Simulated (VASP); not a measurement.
# LiMo16 (a cell with a defect) in VASP: single point with PBE

Aim: the single point of LiMo16 (a cell with a defect) with PBE.

All numbers are computed with VASP 6.6.1; they aren't measurements. Logs are shortened: lines on timing, memory, paths and dates and some standing lists are left out, and cuts for length are marked.

## (1) The cell of the first run

The cell holds a defect, 17 atoms: a = 6.300 Å, b = 6.300 Å, c = 6.300 Å, α = 90.00°, β = 90.00°, γ = 90.00°.

## (2) Single point, PBE

The input, INCAR:

```
PREC = Accurate ; ENCUT = 520
EDIFF = 1E-6 ; ISMEAR = -1
SIGMA = 0.1 ; LREAL = Auto
LASPH = T ; NELM = 100
ALGO = Normal ; ISIF = 2
LWAVE = F ; LCHARG = F
GGA = PE ; NBANDS = 128
```

The input, KPOINTS:

```
Automatic mesh
0
Gamma
  2 2 2
```

The input, POSCAR:

```
LiMo16
1.0
    6.3000000000      0.0000000000      0.0000000000
    0.0000000000      6.3000000000      0.0000000000
    0.0000000000      0.0000000000      6.3000000000
Mo Li
16 1
Direct
   -0.0070123910      0.0006797811     -0.0005326944
    0.4942302479      0.0005033527     -0.0077548083
   -0.0067122781      0.4992884707     -0.0076861890
   -0.0532740438      0.0471788976      0.5438520068
    0.2432466005      0.2430475305      0.2442535692
    0.5047438617      0.4887546681     -0.0174710976
    0.4855641576     -0.0007597244      0.4932655756
    0.7426251766      0.2509108692      0.2439753232
   -0.0056004587      0.5085327764      0.4929777933
    0.2931263093      0.7005969165      0.1973640140
    0.2441466746      0.2525298912      0.7451550983
    0.4956231617      0.4978862077      0.4946703829
    0.7500271781      0.7500453622      0.2437978125
    0.7324054078      0.2611780417      0.7545648488
    0.2424349262      0.7513440359      0.7357405981
    0.7412740226      0.7494672441      0.7452161024
    0.1134926470      0.8793109790      0.3592922643
```

Potentials or basis: VASP PAW PBE potentials, release 64 (Mo_sv, Li_sv).

Launch:

```bash
cat potpaw_PBE.64/Mo_sv/POTCAR potpaw_PBE.64/Li_sv/POTCAR > POTCAR
mpirun -np 1 vasp_std > vasp.out
```

OUTCAR:

```text
PREC = Accurate
   ENCUT = 520
   EDIFF = 1E-6
   ISMEAR = -1
   LREAL = Auto
   LASPH = T
   NELM = 100
   ISIF = 2
   GGA = PE

 ion  position               nearest neighbor table
   1  0.993  0.001  0.999-  17 2.51   5 2.68  13 2.68   8 2.71  16 2.75  11 2.75  15 2.77  14 2.79
                             4 2.90  10 2.95   3 3.14   2 3.14   2 3.16   3 3.16   4 3.45
   2  0.494  0.001  0.992-  10 2.62  14 2.68  16 2.71   5 2.71  11 2.73   8 2.73  15 2.76  13 2.76
                             6 3.08   1 3.14   7 3.14   7 3.16   1 3.16   6 3.23
   3  0.993  0.499  0.992-  10 2.62  14 2.68  11 2.71  13 2.71  16 2.73   8 2.73  15 2.76   5 2.76
                             6 3.08   1 3.14   9 3.15   9 3.15   1 3.16   6 3.22
   4  0.947  0.047  0.544-  17 1.89  14 2.32  11 2.61  16 2.61   8 2.62  15 2.90   1 2.90   5 2.93
                            13 2.93   7 2.94   9 2.94   9 3.42   7 3.42   1 3.45
   5  0.243  0.243  0.244-  17 2.54   7 2.67   1 2.68   2 2.71  12 2.76   3 2.76   9 2.78   6 2.80
                            10 2.91   4 2.93  11 3.14   8 3.15   8 3.15  11 3.16  10 3.44
   6  0.505  0.489  0.983-  10 2.32  14 2.49  11 2.67  16 2.67   8 2.68  13 2.79   5 2.80  15 2.81
                            12 3.07   2 3.08   3 3.08   3 3.22   2 3.23  12 3.23
   7  0.486  0.999  0.493-  17 2.60  15 2.67   5 2.67  11 2.72  16 2.76   8 2.76  13 2.78  14 2.80
                            10 2.91   4 2.94  12 3.14   2 3.14   2 3.16  12 3.16   4 3.42
   8  0.743  0.251  0.244-   4 2.62   6 2.68  12 2.71   1 2.71   2 2.73   3 2.73   7 2.76   9 2.76
                            14 3.08  13 3.14   5 3.15   5 3.15  13 3.16  14 3.22
   9  0.994  0.509  0.493-  17 2.59  15 2.67  13 2.67  16 2.72  11 2.76   8 2.76   5 2.78  14 2.81
                            10 2.91   4 2.94  12 3.14   3 3.15   3 3.15  12 3.16   4 3.42
  10  0.293  0.701  0.197-  17 1.89   6 2.32  12 2.60   2 2.62   3 2.62  13 2.91   9 2.91   7 2.91
                             5 2.91  15 2.94   1 2.95  15 3.42   5 3.44  13 3.45
  11  0.244  0.253  0.745-   4 2.61   6 2.67   3 2.71   7 2.72  12 2.72   2 2.73   1 2.75   9 2.76
                            14 3.08  15 3.14   5 3.14   5 3.16  15 3.16  14 3.22
  12  0.496  0.498  0.495-  10 2.60  14 2.67   8 2.71  11 2.72  16 2.72  15 2.72  13 2.76   5 2.76
                             6 3.07   7 3.14   9 3.14   9 3.16   7 3.16   6 3.23
  13  0.750  0.750  0.244-  17 2.54   9 2.67   1 2.68   3 2.71  12 2.76   2 2.76   7 2.78   6 2.79
                            10 2.91   4 2.93  16 3.14   8 3.14   8 3.16  16 3.16  10 3.45
  14  0.732  0.261  0.755-   4 2.32   6 2.49  12 2.67   2 2.68   3 2.68   1 2.79   7 2.80   9 2.81
                            11 3.08  16 3.08   8 3.08   8 3.22  16 3.22  11 3.22
  15  0.242  0.751  0.736-  17 2.63   7 2.67   9 2.67  12 2.72   2 2.76   3 2.76   1 2.77   6 2.81
                             4 2.90  10 2.94  11 3.14  16 3.14  16 3.16  11 3.16  10 3.42
  16  0.741  0.749  0.745-   4 2.61   6 2.67   2 2.71   9 2.72  12 2.72   3 2.73   1 2.75   7 2.76
                            14 3.08  13 3.14  15 3.14  15 3.16  13 3.16  14 3.22
  17  0.113  0.879  0.359-   4 1.89  10 1.89   1 2.51  13 2.54   5 2.54   9 2.59   7 2.60  15 2.63

  LATTYP: Found a simple cubic cell.
 ALAT       =     6.3000000000

  Lattice vectors:

 A1 = (   6.3000000000,   0.0000000000,   0.0000000000)
 A2 = (   0.0000000000,   6.3000000000,   0.0000000000)
 A3 = (   0.0000000000,   0.0000000000,   6.3000000000)

Analysis of symmetry for initial positions (statically):
=====================================================================
 Subroutine PRICEL returns:
 Original cell was already a primitive cell.

 Routine SETGRP: Setting up the symmetry group for a
 simple cubic supercell.

 Subroutine GETGRP returns: Found  1 space group operations
 (whereof  1 operations were pure point group operations)
 out of a pool of 48 trial point group operations.

The static configuration has the point symmetry C_1 .

Analysis of symmetry for dynamics (positions and initial velocities):
=====================================================================
 Subroutine PRICEL returns:
 Original cell was already a primitive cell.

 Routine SETGRP: Setting up the symmetry group for a
 simple cubic supercell.

 Subroutine GETGRP returns: Found  1 space group operations
 (whereof  1 operations were pure point group operations)
 out of a pool of 48 trial point group operations.

The dynamic configuration has the point symmetry C_1 .

 Subroutine INISYM returns: Found  1 space group operations
 (whereof  1 operations are pure point group operations),
 and found     1 'primitive' translations

----------------------------------------------------------------------------------------

                                     Primitive cell

  volume of cell :     250.0470

  direct lattice vectors                    reciprocal lattice vectors
     6.300000000  0.000000000  0.000000000     0.158730159  0.000000000  0.000000000
     0.000000000  6.300000000  0.000000000     0.000000000  0.158730159  0.000000000
     0.000000000  0.000000000  6.300000000     0.000000000  0.000000000  0.158730159
[... 62 lines left out ...]
     0.000000000  0.000000000  0.000000000

 Subroutine IBZKPT returns following result:
 ===========================================

 Found      8 irreducible k-points:

 Following reciprocal coordinates:
            Coordinates               Weight
  0.000000  0.000000  0.000000      1.000000
  0.500000  0.000000  0.000000      1.000000
  0.000000  0.500000  0.000000      1.000000
  0.000000  0.000000  0.500000      1.000000
  0.500000  0.500000  0.000000      1.000000
  0.000000  0.500000  0.500000      1.000000
  0.500000  0.000000  0.500000      1.000000
  0.500000  0.500000  0.500000      1.000000
   k-points           NKPTS =      8   k-points in BZ     NKDIM =      8   number of bands    NBANDS=    128
   number of dos      NEDOS =    301   number of ions     NIONS =     17
   total plane-waves  NPLWV = 110592
   dimension x,y,z NGX =    48 NGY =   48 NGZ =   48
   dimension x,y,z NGXF=    96 NGYF=   96 NGZF=   96
   ions per type =              16   1
   NGX,Y,Z   is equivalent  to a cutoff of  12.67, 12.67, 12.67 a.u.
   NGXF,Y,Z  is equivalent  to a cutoff of  25.33, 25.33, 25.33 a.u.
 SYSTEM =  unknown system
   PREC   = accura    normal or accurate (medium, high low for compatibility)
   ISTART =      0    job   : 0-new  1-cont  2-samecut
   ICHARG =      2    charge: 1-file 2-atom 10-const
   ISPIN  =      1    spin polarized calculation?
   LNONCOLLINEAR =      F non collinear calculations
   LSORBIT =      F    spin-orbit coupling
   LASPH  =      T    aspherical Exc in radial PAW
   ENCUT  =  520.0 eV  38.22 Ry    6.18 a.u.  11.71 11.71 11.71*2*pi/ulx,y,z
   NELM   =    100;   NELMIN=  2; NELMDL= -5     # of ELM steps
   EDIFF  = 0.1E-05   stopping-criterion for ELM
   LREAL  =      T    real-space projection
   EDIFFG = 0.1E-04   stopping-criterion for IOM
   NSW    =      0    number of steps for IOM
   IBRION =     -1    ionic relax: 0-MD 1-quasi-New 2-CG
   NFREE  =      0    steps in history (QN), initial steepest desc. (CG)
   ISIF   =      2    stress and relaxation
   ISYM   =      2    0-nonsym 1-usesym 2-fastsym
   POTIM  = 0.5000    time-step for ionic-motion
   TEBEG  =    0.0;   TEEND  =   0.0 temperature during run
   PSTRESS=    0.0 pullay stress
   NELECT =     227.0000    total number of electrons
   NUPDOWN=      -1.0000    fix difference up-down
   EMIN   =  10.00;   EMAX   =-10.00  energy-range for DOS
   EFERMI =   0.00;   METHOD = LEGACY
   ISMEAR =    -1;   SIGMA  =   0.10  broadening in eV -4-tet -1-fermi 0-gaus
   EFERMI_NEDOS =   21; number of points for ismear=-14 and -15
   IALGO  =     38    algorithm
   IMIX   =      4    mixing-type and parameters
     AMIX     =   0.40;   BMIX     =  1.00
     AMIX_MAG =   1.60;   BMIX_MAG =  1.00
  volume/ion in A,a.u.               =      14.71        99.26
  Fermi-wavevector in a.u.,A,eV,Ry     =   1.585171  2.995540 34.188290  2.512768
  Thomas-Fermi vector in A             =   2.684677
   LORBIT       =      0    0 simple, 1 ext, 2 COOP (PROOUT), +10 PAW based schemes
   GGA     = PE    functional components
   LHFCALC =     F    Hartree Fock is set to
   AEXX    =    0.0000 exact exchange contribution
   IVDW    =     0    specifies the selected vdW correction
   LEPSILON=     F    determine dielectric tensor
   LRPA    =     F    only Hartree local field effects (RPA)
 non-spin polarized calculation
  energy-cutoff  :      520.00
  volume of cell :      250.05
 maximum number of plane-waves:      6776
 NGX is ok and might be reduce to    48
   NGX = 23   NGY = 23   NGZ = 23

 number of electron     227.0000001 magnetization

 Free energy of the ion-electron system (eV)
  ---------------------------------------------------
  ext. energy  EPLUGINS =         0.00000000
  ---------------------------------------------------
  free energy    TOTEN  =      -171.68012001 eV

  energy without entropy =     -171.35048015  energy(sigma->0) =     -171.51530008

 E-fermi :  12.6147     XC(G=0): -13.4413

 val. band max:       12.5919944318   @ k =   0.0000   0.5000   0.0000
 cond. band min:      12.8616530520   @ k =   0.5000   0.0000   0.0000
 fundamental gap:      0.2696586202
 Fermi energy:        12.6146700341

 k-point     1 :       0.0000    0.0000    0.0000
  band No.  band energies     occupation
      1     -48.5063      2.00000
      2     -48.3040      2.00000
      3     -48.2726      2.00000
      4     -48.1743      2.00000
      5     -48.1738      2.00000
      6     -48.1699      2.00000
[... 1013 lines left out ...]
    124      14.5104      0.00000
    125      14.5178      0.00000
 [bands above 125 left out]

------------------------ aborting loop because EDIFF is reached ----------------------------------------

  FORCE on cell =-STRESS in cart. coord.  units (eV):
  Direction    XX          YY          ZZ          XY          YZ          ZX
  --------------------------------------------------------------------------------------
  -------------------------------------------------------------------------------------
  Total       23.5153497     23.4957285     23.6127323     -7.3948470      7.3812760     -7.3774630
  in kB      150.6747142    150.5489912    151.2986932    -47.3825173     47.2955609    -47.2711289
  external PRESSURE =     150.8407995 kB  Pullay stress =       0.0000000 kB

 VOLUME and BASIS-vectors are now :
 -----------------------------------------------------------------------------
  energy-cutoff  :      520.00
  volume of cell :      250.05
      direct lattice vectors                 reciprocal lattice vectors
     6.300000000  0.000000000  0.000000000     0.158730159  0.000000000  0.000000000
     0.000000000  6.300000000  0.000000000     0.000000000  0.158730159  0.000000000
     0.000000000  0.000000000  6.300000000     0.000000000  0.000000000  0.158730159

 POSITION                                       TOTAL-FORCE (eV/Angst)
 -----------------------------------------------------------------------------------
      6.25582      0.00428      6.29664         0.029620     -0.037595      0.040618
      3.11365      0.00317      6.25114         0.010677     -0.015609     -0.001457
      6.25771      3.14552      6.25158         0.009247     -0.003551     -0.009304
      5.96437      0.29723      3.42627        -0.080772      0.078377      0.038968
      1.53245      1.53120      1.53880        -0.008891      0.022645     -0.011062
      3.17989      3.07915      6.18993         0.038307     -0.040626     -0.031517
[... 9 lines left out ...]
      4.67003      4.72164      4.69486        -0.006292      0.008878      0.010886
      0.71500      5.53966      2.26354         0.031193     -0.029892     -0.032436
 -----------------------------------------------------------------------------------
    total drift:                               -0.000514      0.005128      0.001354

  FREE ENERGIE OF THE ION-ELECTRON SYSTEM (eV)
  ---------------------------------------------------
  free  energy   TOTEN  =      -171.6801200136 eV

  energy  without entropy=     -171.3504801528  energy(sigma->0) =     -171.51530008
```

It took 6.4 min on 1 thread of Intel Xeon Platinum 8488C (Sapphire Rapids), shared host; peak memory 0.41 GiB.

Results:

* Free energy: -171.6801 eV
* Largest force: 0.119 eV/Å
* Band gap on the k mesh: zero (an odd number of electrons rules out a gap without spin polarisation)

Forces on the atoms (eV/Å):
```
Mo   0.030 -0.038  0.041
Mo   0.011 -0.016 -0.001
Mo   0.009 -0.004 -0.009
Mo  -0.081  0.078  0.039
Mo  -0.009  0.023 -0.011
Mo   0.038 -0.041 -0.032
Mo   0.000 -0.014 -0.036
Mo  -0.003  0.001  0.004
Mo  -0.002 -0.044 -0.004
Mo  -0.001 -0.002 -0.031
Mo  -0.013  0.002  0.029
Mo   0.018 -0.010 -0.011
Mo   0.016  0.035  0.020
Mo  -0.018  0.034  0.034
Mo  -0.021  0.014 -0.011
Mo  -0.006  0.009  0.011
Li   0.031 -0.030 -0.032
```

Caveat: the k points lie up to 0.50 Å⁻¹ apart, too coarse for converged energies and pressures of a metal; the cutoff is under 1.25 times the usual one of these potentials, so pressure, stress and relaxed cells hold a basis-set (Pulay) error; atoms lie so close that the PAW spheres overlap strongly, which falsifies energies and pressures.
